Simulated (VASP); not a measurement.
# BN (R3m) in VASP: single point with PBE+D3(BJ)

Aim: the single point of BN with PBE+D3(BJ).

Everything below comes from runs of VASP 6.6.1. Logs are shortened: lines on timing, memory, paths and dates and some standing lists are left out, and cuts for length are marked.

## Step 1: The cell of the first run

Symmetry: R3m, No. 160, trigonal system. Conventional cell: a = 2.502 Å, b = 2.502 Å, c = 10.119 Å, α = 90.00°, β = 90.00°, γ = 120.00°. Within 1.9 Å of B (site symmetry 3m) lie 3 N at 1.44 Å. N (site symmetry 3m) has 3 B at 1.44 Å within 1.9 Å.

## Step 2: Single point, PBE+D3(BJ)

File INCAR:

```
PREC = Accurate
ENCUT = 520
EDIFF = 1E-6
ISMEAR = 0
SIGMA = 0.05
LREAL = F
LASPH = T
NELM = 60
ALGO = Normal
ISIF = 2
LWAVE = F
LCHARG = F
GGA = PE
IVDW = 12
NBANDS = 11
```

File KPOINTS:

```
regular mesh
0
Gamma
  12 12 12
```

File POSCAR:

```
BN
1.0
    1.2511217832      0.7223354983      3.3729344033
   -1.2511217832      0.7223354983      3.3729344033
    0.0000000000     -1.4446709967      3.3729344033
B N
1 1
Direct
    0.9996712000      0.9996712000      0.9996712000
    0.3327618000      0.3327618000      0.3327618000
```

Potentials or basis: VASP PAW PBE potentials, release 64 (B, N).

Launch:

```sh
$ cat potpaw_PBE.64/B/POTCAR potpaw_PBE.64/N/POTCAR > POTCAR
$ mpirun -np 1 vasp_std > vasp.out
```

OUTCAR:

```text
PREC = Accurate
   ENCUT = 520
   EDIFF = 1E-6
   ISMEAR = 0
   LREAL = F
   LASPH = T
   NELM = 60
   ISIF = 2
   GGA = PE
   IVDW = 12
 IVDW          = 12

 ion  position               nearest neighbor table
   1  1.000  1.000  1.000-   2 1.44   2 1.44   2 1.44
   2  0.333  0.333  0.333-   1 1.44   1 1.44   1 1.44

  LATTYP: Found a trigonal (rhomboedric) cell.
 ALAT       =     3.6692997666
 COS(alpha) =     0.7674786796

  Lattice vectors:

 A1 = (   1.2511217832,   0.7223354983,   3.3729344033)
 A2 = (  -1.2511217832,   0.7223354983,   3.3729344033)
 A3 = (   0.0000000000,  -1.4446709967,   3.3729344033)

Analysis of symmetry for initial positions (statically):
=====================================================================
 Subroutine PRICEL returns:
 Original cell was already a primitive cell.

 Routine SETGRP: Setting up the symmetry group for a
 trigonal (rhombohedral) supercell.

 Subroutine GETGRP returns: Found  6 space group operations
 (whereof  6 operations were pure point group operations)
 out of a pool of 12 trial point group operations.

The static configuration has the point symmetry C_3v.

Analysis of symmetry for dynamics (positions and initial velocities):
=====================================================================
 Subroutine PRICEL returns:
 Original cell was already a primitive cell.

 Routine SETGRP: Setting up the symmetry group for a
 trigonal (rhombohedral) supercell.

 Subroutine GETGRP returns: Found  6 space group operations
 (whereof  6 operations were pure point group operations)
 out of a pool of 12 trial point group operations.

The dynamic configuration has the point symmetry C_3v.

 Subroutine INISYM returns: Found  6 space group operations
 (whereof  6 operations are pure point group operations),
 and found     1 'primitive' translations

----------------------------------------------------------------------------------------

                                     Primitive cell

  volume of cell :      18.2893

  direct lattice vectors                    reciprocal lattice vectors
     1.251121783  0.722335498  3.372934403     0.399641351  0.230733042  0.098825916
    -1.251121783  0.722335498  3.372934403    -0.399641351  0.230733042  0.098825916
     0.000000000 -1.444670997  3.372934403     0.000000000 -0.461466083  0.098825916

  length of vectors
     3.669299767  3.669299767  3.669299767     0.471929558  0.471929558  0.471929558

  position of ions in fractional coordinates (direct lattice)
     0.999671200  0.999671200  0.999671200
     0.332761800  0.332761800  0.332761800

  ion indices of the primitive-cell ions
   primitive index   ion index
                 1           1
                 2           2

----------------------------------------------------------------------------------------

 KPOINTS: regular mesh

Automatic generation of k-mesh.
 Grid dimensions read from file:
 generate k-points for:   12   12   12

 Generating k-lattice:

  Cartesian coordinates                     Fractional coordinates (reciprocal lattice)
     0.033303446  0.019227753  0.008235493     0.083333333  0.000000000  0.000000000
    -0.033303446  0.019227753  0.008235493     0.000000000  0.083333333  0.000000000
     0.000000000 -0.038455507  0.008235493     0.000000000  0.000000000  0.083333333

  Length of vectors
     0.039327463  0.039327463  0.039327463

  Shift w.r.t. Gamma in fractional coordinates (k-lattice)
     0.000000000  0.000000000  0.000000000

 Subroutine IBZKPT returns following result:
 ===========================================

 Found    189 irreducible k-points:

 Following reciprocal coordinates:
            Coordinates               Weight
  0.000000  0.000000  0.000000      1.000000
  0.083333  0.000000 -0.000000      6.000000
  0.166667  0.000000  0.000000      6.000000
  0.250000  0.000000 -0.000000      6.000000
  0.333333 -0.000000 -0.000000      6.000000
  0.416667 -0.000000 -0.000000      6.000000
[... 16 lines left out ...]
  0.500000  0.166667  0.000000     12.000000
 -0.416667  0.166667  0.000000     12.000000
 [... further k-points ...]
   k-points           NKPTS =    189   k-points in BZ     NKDIM =    189   number of bands    NBANDS=     11
   number of dos      NEDOS =    301   number of ions     NIONS =      2
   total plane-waves  NPLWV =  21952
   dimension x,y,z NGX =    28 NGY =   28 NGZ =   28
   dimension x,y,z NGXF=    56 NGYF=   56 NGZF=   56
   ions per type =               1   1
   NGX,Y,Z   is equivalent  to a cutoff of  12.69, 12.69, 12.69 a.u.
   NGXF,Y,Z  is equivalent  to a cutoff of  25.37, 25.37, 25.37 a.u.
 SYSTEM =  unknown system
   PREC   = accura    normal or accurate (medium, high low for compatibility)
   ISTART =      0    job   : 0-new  1-cont  2-samecut
   ICHARG =      2    charge: 1-file 2-atom 10-const
   ISPIN  =      1    spin polarized calculation?
   LNONCOLLINEAR =      F non collinear calculations
   LSORBIT =      F    spin-orbit coupling
   LASPH  =      T    aspherical Exc in radial PAW
   ENCUT  =  520.0 eV  38.22 Ry    6.18 a.u.   6.82  6.82  6.82*2*pi/ulx,y,z
   NELM   =     60;   NELMIN=  2; NELMDL= -5     # of ELM steps
   EDIFF  = 0.1E-05   stopping-criterion for ELM
   LREAL  =      F    real-space projection
   EDIFFG = 0.1E-04   stopping-criterion for IOM
   NSW    =      0    number of steps for IOM
   IBRION =     -1    ionic relax: 0-MD 1-quasi-New 2-CG
   NFREE  =      0    steps in history (QN), initial steepest desc. (CG)
   ISIF   =      2    stress and relaxation
   ISYM   =      2    0-nonsym 1-usesym 2-fastsym
   POTIM  = 0.5000    time-step for ionic-motion
   TEBEG  =    0.0;   TEEND  =   0.0 temperature during run
   PSTRESS=    0.0 pullay stress
   NELECT =       8.0000    total number of electrons
   NUPDOWN=      -1.0000    fix difference up-down
   EMIN   =  10.00;   EMAX   =-10.00  energy-range for DOS
   EFERMI =   0.00;   METHOD = LEGACY
   ISMEAR =     0;   SIGMA  =   0.05  broadening in eV -4-tet -1-fermi 0-gaus
   EFERMI_NEDOS =   21; number of points for ismear=-14 and -15
   IALGO  =     38    algorithm
   IMIX   =      4    mixing-type and parameters
     AMIX     =   0.40;   BMIX     =  1.00
     AMIX_MAG =   1.60;   BMIX_MAG =  1.00
  volume/ion in A,a.u.               =       9.14        61.71
  Fermi-wavevector in a.u.,A,eV,Ry     =   1.242717  2.348395 21.012099  1.544346
  Thomas-Fermi vector in A             =   2.377059
   LORBIT       =      0    0 simple, 1 ext, 2 COOP (PROOUT), +10 PAW based schemes
   GGA     = PE    functional components
   LHFCALC =     F    Hartree Fock is set to
   AEXX    =    0.0000 exact exchange contribution
   IVDW    =    12    specifies the selected vdW correction
   LEPSILON=     F    determine dielectric tensor
   LRPA    =     F    only Hartree local field effects (RPA)
 non-spin polarized calculation
 Gauss-broadening in eV      SIGMA  =   0.05
  energy-cutoff  :      520.00
  volume of cell :       18.29
 maximum number of plane-waves:       517
   NGX = 13   NGY = 13   NGZ = 13

 number of electron       8.0000000 magnetization

 Free energy of the ion-electron system (eV)
  ---------------------------------------------------
  ext. energy  EPLUGINS =         0.00000000
  ---------------------------------------------------
  free energy    TOTEN  =       -17.58097467 eV

  energy without entropy =      -17.58097467  energy(sigma->0) =      -17.58097467

 E-fermi :   2.3703     XC(G=0):  -9.9782

 val. band max:        2.1342576849   @ k =  -0.3333   0.3333   0.0000
 cond. band min:       6.4158275814   @ k =   0.5000   0.5000  -0.0000
 fundamental gap:      4.2815698965
 Fermi energy:         2.3702550271

 k-point     1 :       0.0000    0.0000    0.0000
  band No.  band energies     occupation
      1     -15.6428      2.00000
      2      -2.0453      2.00000
      3       0.8469      2.00000
      4       0.8469      2.00000
      5       7.3034      0.00000
      6      13.8149      0.00000
      7      13.8149      0.00000
      8      15.2773      0.00000
      9      16.8768      0.00000
     10      28.0520      0.00000
     11      30.0611      0.00000

 k-point     2 :       0.0833    0.0000   -0.0000
  band No.  band energies     occupation
      1     -15.5049      2.00000
      2      -1.8964      2.00000
      3       0.2791      2.00000
      4       0.5899      2.00000
      5       7.5858      0.00000
      6      13.7460      0.00000
      7      14.4080      0.00000
      8      14.8051      0.00000
      9      17.3082      0.00000
     10      28.0953      0.00000
     11      28.5148      0.00000

 k-point     3 :       0.1667    0.0000    0.0000
  band No.  band energies     occupation
      1     -15.0991      2.00000
      2      -1.4648      2.00000
      3      -1.1346      2.00000
      4      -0.0361      2.00000
      5       8.3281      0.00000
      6      13.4852      0.00000
      7      13.6690      0.00000
      8      16.0199      0.00000
      9      18.3529      0.00000
     10      25.3593      0.00000
     11      27.6342      0.00000

 k-point     4 :       0.2500    0.0000   -0.0000
  band No.  band energies     occupation
      1     -14.4535      2.00000
      2      -2.9488      2.00000
      3      -0.7620      2.00000
      4      -0.7399      2.00000
      5       9.3348      0.00000
      6      11.8547      0.00000
      7      13.5395      0.00000
      8      18.3031      0.00000
      9      19.4577      0.00000
     10      23.1816      0.00000
     11      26.0241      0.00000
[... 239 lines left out ...]
 k-point    22 :       0.4167    0.1667    0.0000
  band No.  band energies     occupation
      1     -13.2733      2.00000
      2      -4.7396      2.00000
      3      -2.5947      2.00000
      4       0.2561      2.00000
      5       9.0835      0.00000
      6      12.6794      0.00000
      7      15.1812      0.00000
      8      17.6865      0.00000
      9      19.4169      0.00000
     10      22.5629      0.00000
     11      25.4026      0.00000

 k-point    23 :       0.5000    0.1667    0.0000
  band No.  band energies     occupation
      1     -12.5287      2.00000
      2      -5.9536      2.00000
      3      -3.1084      2.00000
      4       1.2113      2.00000
      5       7.9119      0.00000
      6      13.6179      0.00000
      7      15.4721      0.00000
      8      17.3451      0.00000
      9      19.4830      0.00000
     10      22.4481      0.00000
     11      25.5033      0.00000

 k-point    24 :      -0.4167    0.1667    0.0000
  band No.  band energies     occupation
      1     -12.1994      2.00000
      2      -6.4611      2.00000
      3      -3.2794      2.00000
      4       1.8139      2.00000
      5       7.3107      0.00000
      6      13.6640      0.00000
      7      15.7179      0.00000
      8      16.5481      0.00000
      9      19.8664      0.00000
     10      23.0856      0.00000
     11      25.2838      0.00000

 [... further k-points ...]

------------------------ aborting loop because EDIFF is reached ----------------------------------------

 Edisp (eV)   -0.27740

 E8    (eV) :    -0.0811

  FORCE on cell =-STRESS in cart. coord.  units (eV):
  Direction    XX          YY          ZZ          XY          YZ          ZX
  --------------------------------------------------------------------------------------
  -------------------------------------------------------------------------------------
  Total       0.21682     0.21682    -0.08625     0.00000     0.00000     0.00000
  in kB      18.99403    18.99403    -7.55561     0.00000     0.00000     0.00000
  external pressure =       10.14 kB  Pullay stress =        0.00 kB

 VOLUME and BASIS-vectors are now :
 -----------------------------------------------------------------------------
  energy-cutoff  :      520.00
  volume of cell :       18.29
      direct lattice vectors                 reciprocal lattice vectors
     1.251121783  0.722335498  3.372934403     0.399641351  0.230733042  0.098825916
    -1.251121783  0.722335498  3.372934403    -0.399641351  0.230733042  0.098825916
     0.000000000 -1.444670997  3.372934403     0.000000000 -0.461466083  0.098825916

 POSITION                                       TOTAL-FORCE (eV/Angst)
 -----------------------------------------------------------------------------------
      0.00000     -0.00000     10.11548         0.000000      0.000000     -0.003168
      0.00000     -0.00000      3.36715         0.000000     -0.000000      0.003168
 -----------------------------------------------------------------------------------
    total drift:                               -0.000000     -0.000000     -0.000069

  FREE ENERGIE OF THE ION-ELECTRON SYSTEM (eV)
  ---------------------------------------------------
  free  energy   TOTEN  =       -17.8583776078 eV

  energy  without entropy=      -17.8583776078  energy(sigma->0) =      -17.85837761
```

Run time: 21 s. Hardware: 1 thread of Intel Xeon 6975P-C (Granite Rapids), shared host; peak memory 0.18 GiB.

Results:

```
Free energy                : -17.8584 eV
Pressure                   : 1.0 GPa
Largest force              : 0.003 eV/Å
Band gap on the k mesh     : 4.28 eV, indirect (least direct gap 4.70 eV)
Dispersion energy per atom : -0.139 eV
```

Forces on the atoms (eV/Å):
```
B    0.000  0.000 -0.003
N    0.000  0.000  0.003
```

Levels at points of the mesh, in eV from the valence-band top:
```csv
k point,band 1,band 2,band 3,band 4,band 5,band 6,band 7,band 8,band 9
"(0.00, 0.00, 0.00)",-17.78,-4.18,-1.29,-1.29,5.17,11.68,11.68,13.14,14.74
"(0.50, 0.00, 0.00)",-14.59,-8.93,-4.07,-0.60,5.29,9.92,13.09,15.02,19.96
"(0.50, 0.50, 0.00)",-14.52,-8.80,-4.13,-1.17,4.28,9.91,14.26,17.56,20.29
"(0.50, 0.50, 0.50)",-17.52,-6.13,-1.30,-1.30,10.11,11.61,11.61,12.24,16.33
```
